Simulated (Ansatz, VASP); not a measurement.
# Two plane-wave programs on Zr

```
Zr
1.0
    -1.83441    1.83441    1.83441
     1.83441   -1.83441    1.83441
     1.83441    1.83441   -1.83441
Zr
1
Direct
  0.00000 0.00000 0.00000
```

Alike in both runs: task single point; functional BLYP; k mesh 14 × 14 × 14; occupations fermi-dirac, width 0.1 eV; no spin polarisation.

|  | VASP | Ansatz |
| --- | --- | --- |
| version | VASP 6.6.1 | Ansatz 0.2.0 |
| potentials or method | VASP PAW PBE potentials, release 64 (Zr_sv), cutoff 520 eV | plane waves (420 eV) with PAW, scalar-relativistic |
| valence electrons in the cell | 12 | 12 |

Ansatz gave:

| Property | Result |
| --- | --- |
| pressure (GPa) | -3.1 |

Task: What did VASP give for the same quantities?

Result: Pressure (GPa): -3.0.

VASP's potentials were made for PBE, not for BLYP.
